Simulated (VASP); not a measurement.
# Ir (Fm-3m) in VASP: a series of runs

The runs below take Ir through relaxation of cell and atoms, with PBEsol.

Everything below comes from runs of VASP 6.6.1. Logs are shortened: lines on timing, memory, paths and dates and some standing lists are left out, and cuts for length are marked.

**1. The cell of the first run**

The structure is cubic, space group Fm-3m (No. 225). Conventional cell: a = 3.830 Å, b = 3.830 Å, c = 3.830 Å, α = 90.00°, β = 90.00°, γ = 90.00°. Ir (site symmetry m-3m) has 12 Ir at 2.71 Å within 3.6 Å.

**2. Relaxation of cell and atoms, PBEsol, target pressure 7 GPa, at which the enthalpy is minimised**

File INCAR:

```
ALGO     = Normal         # electronic algorithm
EDIFF    = 1E-6           # SCF threshold, eV
EDIFFG   = -0.002         # ionic threshold
ENCUT    = 600            # plane-wave cutoff, eV
GGA      = PS             # functional
IBRION   = 2              # ionic algorithm
ISIF     = 3              # what is computed and relaxed
ISMEAR   = -1             # smearing method
LASPH    = T              # aspherical terms in the spheres
LCHARG   = F              # write CHGCAR
LREAL    = F              # projectors in reciprocal space
LWAVE    = F              # write WAVECAR
NELM     = 60             # most SCF steps
NSW      = 100            # ionic steps
PREC     = Accurate       # precision mode
PSTRESS  = 70.0         
SIGMA    = 0.05           # smearing width, eV
```

File KPOINTS:

```
k-points
0
Gamma
  24 24 24
```

File POSCAR:

```
Ir
1.0
    0.0000000000      1.9152318222      1.9152318222
    1.9152318222      0.0000000000      1.9152318222
    1.9152318222      1.9152318222      0.0000000000
Ir
1
Direct
    0.0000000000      0.0000000000      0.0000000000
```

Potentials or basis: VASP PAW PBE potentials, release 64 (Ir).

Launch:

```
cat potpaw_PBE.64/Ir/POTCAR > POTCAR
mpirun -np 1 vasp_std > vasp.out
```

OUTCAR:

```text
EDIFF = 1E-6
   EDIFFG = -0.002
   ENCUT = 600
   GGA = PS
   IBRION = 2
   ISIF = 3
   ISMEAR = -1
   LASPH = T
   LREAL = F
   NELM = 60
   NSW = 100
   PREC = Accurate
   PSTRESS = 70.0

 ion  position               nearest neighbor table
   1  0.000  0.000  0.000-

  LATTYP: Found a face centered cubic cell.
 ALAT       =     3.8304636444

  Lattice vectors:

 A1 = (   0.0000000000,   1.9152318222,   1.9152318222)
 A2 = (   1.9152318222,   0.0000000000,   1.9152318222)
 A3 = (   1.9152318222,   1.9152318222,   0.0000000000)

Analysis of symmetry for initial positions (statically):
=====================================================================
 Subroutine PRICEL returns:
 Original cell was already a primitive cell.

 Routine SETGRP: Setting up the symmetry group for a
 face centered cubic supercell.

 Subroutine GETGRP returns: Found 48 space group operations
 (whereof 48 operations were pure point group operations)
 out of a pool of 48 trial point group operations.

The static configuration has the point symmetry O_h .

Analysis of symmetry for dynamics (positions and initial velocities):
=====================================================================
 Subroutine PRICEL returns:
 Original cell was already a primitive cell.

 Routine SETGRP: Setting up the symmetry group for a
 face centered cubic supercell.

 Subroutine GETGRP returns: Found 48 space group operations
 (whereof 48 operations were pure point group operations)
 out of a pool of 48 trial point group operations.

The dynamic configuration has the point symmetry O_h .

 Subroutine INISYM returns: Found 48 space group operations
 (whereof 48 operations are pure point group operations),
 and found     1 'primitive' translations

----------------------------------------------------------------------------------------

                                     Primitive cell

  volume of cell :      14.0506

  direct lattice vectors                    reciprocal lattice vectors
     0.000000000  1.915231822  1.915231822    -0.261065002  0.261065002  0.261065002
     1.915231822  0.000000000  1.915231822     0.261065002 -0.261065002  0.261065002
     1.915231822  1.915231822  0.000000000     0.261065002  0.261065002 -0.261065002

  length of vectors
     2.708546818  2.708546818  2.708546818     0.452177848  0.452177848  0.452177848

  position of ions in fractional coordinates (direct lattice)
     0.000000000  0.000000000  0.000000000

  ion indices of the primitive-cell ions
   primitive index   ion index
                 1           1

----------------------------------------------------------------------------------------

 KPOINTS: k-points

Automatic generation of k-mesh.
 Grid dimensions read from file:
 generate k-points for:   24   24   24

 Generating k-lattice:

  Cartesian coordinates                     Fractional coordinates (reciprocal lattice)
    -0.010877708  0.010877708  0.010877708     0.041666667  0.000000000  0.000000000
     0.010877708 -0.010877708  0.010877708     0.000000000  0.041666667  0.000000000
     0.010877708  0.010877708 -0.010877708     0.000000000  0.000000000  0.041666667

  Length of vectors
     0.018840744  0.018840744  0.018840744

  Shift w.r.t. Gamma in fractional coordinates (k-lattice)
     0.000000000  0.000000000  0.000000000

 Subroutine IBZKPT returns following result:
 ===========================================

 Found    413 irreducible k-points:

 Following reciprocal coordinates:
            Coordinates               Weight
  0.000000  0.000000  0.000000      1.000000
  0.041667  0.000000  0.000000      8.000000
  0.083333  0.000000  0.000000      8.000000
  0.125000  0.000000  0.000000      8.000000
  0.166667  0.000000  0.000000      8.000000
  0.208333  0.000000  0.000000      8.000000
[... 16 lines left out ...]
  0.416667  0.041667  0.000000     24.000000
  0.458333  0.041667  0.000000     24.000000
 [... further k-points ...]
   k-points           NKPTS =    413   k-points in BZ     NKDIM =    413   number of bands    NBANDS=      8
   number of dos      NEDOS =    301   number of ions     NIONS =      1
   total plane-waves  NPLWV =  13824
   dimension x,y,z NGX =    24 NGY =   24 NGZ =   24
   dimension x,y,z NGXF=    48 NGYF=   48 NGZF=   48
   ions per type =               1
   NGX,Y,Z   is equivalent  to a cutoff of  14.73, 14.73, 14.73 a.u.
   NGXF,Y,Z  is equivalent  to a cutoff of  29.46, 29.46, 29.46 a.u.
 SYSTEM =  unknown system
   PREC   = accura    normal or accurate (medium, high low for compatibility)
   ISTART =      0    job   : 0-new  1-cont  2-samecut
   ICHARG =      2    charge: 1-file 2-atom 10-const
   ISPIN  =      1    spin polarized calculation?
   LNONCOLLINEAR =      F non collinear calculations
   LSORBIT =      F    spin-orbit coupling
   LASPH  =      T    aspherical Exc in radial PAW
   ENCUT  =  600.0 eV  44.10 Ry    6.64 a.u.   5.41  5.41  5.41*2*pi/ulx,y,z
   NELM   =     60;   NELMIN=  2; NELMDL= -5     # of ELM steps
   EDIFF  = 0.1E-05   stopping-criterion for ELM
   LREAL  =      F    real-space projection
   EDIFFG = -.2E-02   stopping-criterion for IOM
   NSW    =    100    number of steps for IOM
   IBRION =      2    ionic relax: 0-MD 1-quasi-New 2-CG
   NFREE  =      1    steps in history (QN), initial steepest desc. (CG)
   ISIF   =      3    stress and relaxation
   ISYM   =      2    0-nonsym 1-usesym 2-fastsym
   POTIM  = 0.5000    time-step for ionic-motion
   TEBEG  =    0.0;   TEEND  =   0.0 temperature during run
   PSTRESS=   70.0 pullay stress
   NELECT =       9.0000    total number of electrons
   NUPDOWN=      -1.0000    fix difference up-down
   EMIN   =  10.00;   EMAX   =-10.00  energy-range for DOS
   EFERMI =   0.00;   METHOD = LEGACY
   ISMEAR =    -1;   SIGMA  =   0.05  broadening in eV -4-tet -1-fermi 0-gaus
   EFERMI_NEDOS =   21; number of points for ismear=-14 and -15
   IALGO  =     38    algorithm
   IMIX   =      4    mixing-type and parameters
     AMIX     =   0.40;   BMIX     =  1.00
     AMIX_MAG =   1.60;   BMIX_MAG =  1.00
  volume/ion in A,a.u.               =      14.05        94.82
  Fermi-wavevector in a.u.,A,eV,Ry     =   1.411208  2.666796 27.096106  1.991508
  Thomas-Fermi vector in A             =   2.533083
   LORBIT       =      0    0 simple, 1 ext, 2 COOP (PROOUT), +10 PAW based schemes
   GGA     = PS    functional components
   LHFCALC =     F    Hartree Fock is set to
   AEXX    =    0.0000 exact exchange contribution
   IVDW    =     0    specifies the selected vdW correction
   LEPSILON=     F    determine dielectric tensor
   LRPA    =     F    only Hartree local field effects (RPA)
 conjugate gradient relaxation of ions
 non-spin polarized calculation
  energy-cutoff  :      600.00
  volume of cell :       14.05
 maximum number of plane-waves:       495
 NGX is ok and might be reduce to    24
   NGX = 11   NGY = 11   NGZ = 11

--------------------------------------- Ionic step        1  -------------------------------------------

 number of electron       9.0000000 magnetization

 Free energy of the ion-electron system (eV)
  ---------------------------------------------------
  ext. energy  EPLUGINS =         0.00000000
  ---------------------------------------------------
  free energy    TOTEN  =        -9.82272242 eV

  energy without entropy =       -9.81513087  energy(sigma->0) =       -9.81892665

------------------------ aborting loop because EDIFF is reached ----------------------------------------

  FORCE on cell =-STRESS in cart. coord.  units (eV):
  Direction    XX          YY          ZZ          XY          YZ          ZX
  --------------------------------------------------------------------------------------
  -------------------------------------------------------------------------------------
  Total        0.0941128      0.0941128      0.0941128      0.0000000     -0.0000000      0.0000000
  in kB       10.7316203     10.7316203     10.7316203      0.0000000     -0.0000000      0.0000000
  external PRESSURE =     -59.2683797 kB  Pullay stress =      70.0000000 kB
[... 96 lines left out ...]
  enthalpy is  TOTEN    =        -9.2126462192 eV   P V=        0.6052846476

--------------------------------------- Ionic step        4  -------------------------------------------

 number of electron       9.0000000 magnetization

 Free energy of the ion-electron system (eV)
  ---------------------------------------------------
  ext. energy  EPLUGINS =         0.00000000
  ---------------------------------------------------
  free energy    TOTEN  =        -9.81772093 eV

  energy without entropy =       -9.81030952  energy(sigma->0) =       -9.81401522

 E-fermi :  10.6251     XC(G=0): -14.2266

 val. band max:       10.6234833795   @ k =   0.4167   0.0833   0.0417
 cond. band min:      10.6311875221   @ k =  -0.3750   0.1250   0.0000
 fundamental gap:      0.0077041426
 Fermi energy:        10.6250677515

 k-point     1 :       0.0000    0.0000    0.0000
  band No.  band energies     occupation
      1      -0.8029      2.00000
      2       6.5892      2.00000
      3       6.5892      2.00000
      4       6.5892      2.00000
      5       9.3983      2.00000
      6       9.3983      2.00000
      7      24.8949      0.00000
      8      30.5969      0.00000
[... 243 lines left out ...]
 k-point    24 :       0.4583    0.0417    0.0000
  band No.  band energies     occupation
      1       2.3224      2.00000
      2       6.4531      2.00000
      3       6.5951      2.00000
      4       8.9474      2.00000
      5      11.5097      0.00000
      6      11.6155      0.00000
      7      18.7008      0.00000
      8      24.7501      0.00000

 [... further k-points ...]
[... 5 lines left out ...]
  --------------------------------------------------------------------------------------
  -------------------------------------------------------------------------------------
  Total        0.6040007      0.6040007      0.6040007      0.0000000     -0.0000000     -0.0000000
  in kB       69.8760881     69.8760881     69.8760881      0.0000000     -0.0000000     -0.0000000
  external PRESSURE =      -0.1239119 kB  Pullay stress =      70.0000000 kB
[... 16 lines left out ...]
  FREE ENERGIE OF THE ION-ELECTRON SYSTEM (eV)
  ---------------------------------------------------
  free  energy   TOTEN  =        -9.8177209298 eV

  energy  without entropy=       -9.8103095153  energy(sigma->0) =       -9.81401522

  enthalpy is  TOTEN    =        -9.2126491374 eV   P V=        0.6050717924

 reached required accuracy - stopping structural energy minimisation
```

Wall time 83 s (1 thread of Intel Xeon Platinum 8259CL at 2.50GHz (Skylake/Cascade Lake), shared host); peak memory 0.21 GiB.

What came out:

| Quantity | Value |
| --- | --- |
| Free energy | -9.8177 eV |
| Relaxed volume | 13.85 Å³/atom |
| Relaxed cell | a = 2.696 Å, b = 2.696 Å, c = 2.696 Å, α = 60.00°, β = 60.00°, γ = 60.00° |
| Space group after relaxing (to 0.05 Å) | Fm-3m (No. 225) |
| Energy change on relaxing (the enthalpy is what falls) | +5.0 meV/atom |
| Ionic steps | 4 |
| Pressure after relaxing | 7.0 GPa |

Step by step:
```csv
step,energy change (eV),largest force (eV/Å),pressure (GPa),volume (Å³)
1,0.0000,0.0000,1.07,14.05
2,0.1153,0.0000,37.50,13.02
3,0.0048,0.0000,6.83,13.85
4,0.0050,0.0000,6.99,13.85
```

Final structure:
```yaml
crystal:
  lattice:
    - [0.00000, 1.90603, 1.90603]
    - [1.90603, 0.00000, 1.90603]
    - [1.90603, 1.90603, 0.00000]
  atoms:
    - { symbol: Ir, position: [0.00000, 0.00000, 0.00000] }
```

Caveat: the cell is relaxed towards a set pressure, so the enthalpy falls and the energy may rise; the PAW data sets were made with another functional, which shifts forces and pressure a little; spin-orbit coupling is left out, which moves the levels of the heavy elements.

**3. Relaxation of cell and atoms, PBEsol, target pressure 10 GPa, at which the enthalpy is minimised**

File INCAR:

```
SYSTEM = Ir
ALGO     = Normal         ! electronic algorithm
EDIFF    = 1E-6           ! SCF threshold, eV
EDIFFG   = -0.002         ! ionic threshold
ENCUT    = 600            ! plane-wave cutoff, eV
GGA      = PS             ! functional
IBRION   = 2              ! ionic algorithm
ISIF     = 3              ! what is computed and relaxed
ISMEAR   = -1             ! smearing method
LASPH    = .True.         ! aspherical terms in the spheres
LCHARG   = .False.        ! write CHGCAR
LREAL    = .False.        ! projectors in reciprocal space
LWAVE    = .False.        ! write WAVECAR
NELM     = 100            ! most SCF steps
NSW      = 100            ! ionic steps
PREC     = Accurate       ! precision mode
PSTRESS  = 100.0        
SIGMA    = 0.05           ! smearing width, eV
```

File KPOINTS:

```
k-points
0
Gamma
  24 24 24
  0 0 0
```

POSCAR is that of step 2.

Potentials or basis: VASP PAW PBE potentials, release 64 (Ir).

Launch:

```
cat potpaw_PBE.64/Ir/POTCAR > POTCAR
mpirun -np 1 vasp_std > vasp.out
```

Run time: 1.9 min. Hardware: 1 thread of Intel Xeon Platinum 8259CL at 2.50GHz (Skylake/Cascade Lake), shared host; peak memory 0.21 GiB.

The run converged. Its results:

```yaml
Free_energy: -9.8126 eV
Relaxed_volume: 13.75 Å³/atom
Relaxed_cell: a = 2.689 Å, b = 2.689 Å, c = 2.689 Å, α = 60.00°, β = 60.00°, γ = 60.00°
Space_group_after_relaxing_to_0.05_Å: Fm-3m (No. 225)
Energy_change_on_relaxing_the_enthalpy_is_what_falls: +10.1 meV/atom
Ionic_steps: 7
Pressure_after_relaxing: 10.0 GPa
```

Step by step:
```csv
step,energy change (eV),largest force (eV/Å),pressure (GPa),volume (Å³)
1,0.0000,0.0000,1.07,14.05
2,0.2697,0.0000,61.99,12.52
3,0.0093,0.0000,9.60,13.77
4,0.0100,0.0000,9.94,13.75
5,0.0104,0.0000,10.14,13.75
6,0.0092,0.0000,9.53,13.77
7,0.0101,0.0000,9.98,13.75
```

Final structure:
```
Ir
1.0
     0.00000    1.90160    1.90160
     1.90160    0.00000    1.90160
     1.90160    1.90160    0.00000
Ir
1
Cartesian
  0.0000 0.0000 0.0000
```

Levels at points of the mesh, in eV from the Fermi level:
| k point | band 2 | band 3 | band 4 | band 5 | band 6 | band 7 |
| --- | --- | --- | --- | --- | --- | --- |
| (0.00, 0.00, 0.00) | -4.08 | -4.08 | -4.08 | -1.24 | -1.24 | 14.25 |
| (0.50, 0.00, 0.00) | -4.19 | -4.19 | -0.90 | 0.95 | 0.95 | 7.52 |
| (0.50, 0.50, 0.00) | -7.69 | 0.93 | 1.56 | 1.56 | 1.64 | 10.86 |

Caveat: the cell is relaxed towards a set pressure, so the enthalpy falls and the energy may rise; the PAW data sets were made with another functional, which shifts forces and pressure a little; spin-orbit coupling is left out, which moves the levels of the heavy elements.

**4. Relaxation of cell and atoms, PBEsol, target pressure 15 GPa, at which the enthalpy is minimised**

File INCAR:

```
PREC     = Accurate       # precision mode
ENCUT    = 600            # plane-wave cutoff, eV
EDIFF    = 1E-6           # SCF threshold, eV
ISMEAR   = -1             # smearing method
SIGMA    = 0.05           # smearing width, eV
LREAL    = F              # projectors in reciprocal space
LASPH    = T              # aspherical terms in the spheres
NELM     = 80             # most SCF steps
ALGO     = Normal         # electronic algorithm
ISIF     = 3              # what is computed and relaxed
LWAVE    = F              # write WAVECAR
LCHARG   = F              # write CHGCAR
GGA      = PS             # functional
IBRION   = 2              # ionic algorithm
NSW      = 100            # ionic steps
EDIFFG   = -0.002         # ionic threshold
PSTRESS  = 150.0
```

File KPOINTS:

```
regular mesh
0
Gamma
  24 24 24
```

POSCAR is that of step 3.

Launch:

```
cat potpaw_PBE.64/Ir/POTCAR > POTCAR
mpirun -np 1 vasp_std > vasp.out
```

Run time: 2 min. Hardware: 1 thread of Intel Xeon Platinum 8259CL at 2.50GHz (Skylake/Cascade Lake), shared host; peak memory 0.21 GiB.

Results (log left out):

| Item | Value |
| --- | --- |
| Free energy | -9.8008 eV |
| Relaxed volume | 13.60 Å³/atom |
| Relaxed cell | a = 2.679 Å, b = 2.679 Å, c = 2.679 Å, α = 60.00°, β = 60.00°, γ = 60.00° |
| Space group after relaxing (to 0.05 Å) | Fm-3m (No. 225) |
| Energy change on relaxing (the enthalpy is what falls) | +21.9 meV/atom |
| Ionic steps | 7 |
| Pressure after relaxing | 15.0 GPa |

The path:
| step | energy change (eV) | largest force (eV/Å) | pressure (GPa) | volume (Å³) |
| --- | --- | --- | --- | --- |
| 1 | 0.0000 | 0.0000 | 1.07 | 14.05 |
| 2 | 0.7063 | 0.0000 | 114.32 | 11.71 |
| 3 | 0.0191 | 0.0000 | 13.95 | 13.63 |
| 4 | 0.0213 | 0.0000 | 14.77 | 13.61 |
| 5 | 0.0221 | 0.0000 | 15.08 | 13.60 |
| 6 | 0.0211 | 0.0000 | 14.72 | 13.61 |
| 7 | 0.0219 | 0.0000 | 15.00 | 13.60 |

Final structure:
```yaml
crystal:
  lattice:
    - [0.00000, 1.89458, 1.89458]
    - [1.89458, 0.00000, 1.89458]
    - [1.89458, 1.89458, 0.00000]
  atoms:
    - { symbol: Ir, position: [0.00000, 0.00000, 0.00000] }
```

Levels at points of the mesh, in eV from the Fermi level:
```csv
k point,band 1,band 2,band 3,band 4,band 5,band 6,band 7,band 8
"(0.00, 0.00, 0.00)",-11.63,-4.15,-4.15,-4.15,-1.26,-1.26,14.23,20.04
"(0.50, 0.00, 0.00)",-8.58,-4.26,-4.26,-0.93,0.97,0.97,7.64,13.76
"(0.50, 0.50, 0.00)",-8.42,-7.82,0.95,1.59,1.59,1.64,11.02,11.85
```

Caveat: the cell is relaxed towards a set pressure, so the enthalpy falls and the energy may rise; the PAW data sets were made with another functional, which shifts forces and pressure a little; spin-orbit coupling is left out, which moves the levels of the heavy elements.

**5. The runs side by side**

```csv
cell,gap on the mesh (eV),pressure (GPa)
relaxed to 7 GPa,none,7.0
relaxed to 10 GPa,none,10.0
relaxed to 15 GPa,none,15.0
```

Alike in all rows: task relaxation of cell and atoms; level PBEsol; potentials or basis VASP PAW PBE potentials, release 64 (Ir); no spin polarisation; k mesh 24 × 24 × 24; cutoff (eV) 600; smearing fermi-dirac 0.05 eV.

Caveats: the cell is relaxed towards a set pressure, so the enthalpy falls and the energy may rise; the PAW data sets were made with another functional, which shifts forces and pressure a little; spin-orbit coupling is left out, which moves the levels of the heavy elements.

Total energies depend on the potentials used, so only differences within one code and one set of settings carry meaning.
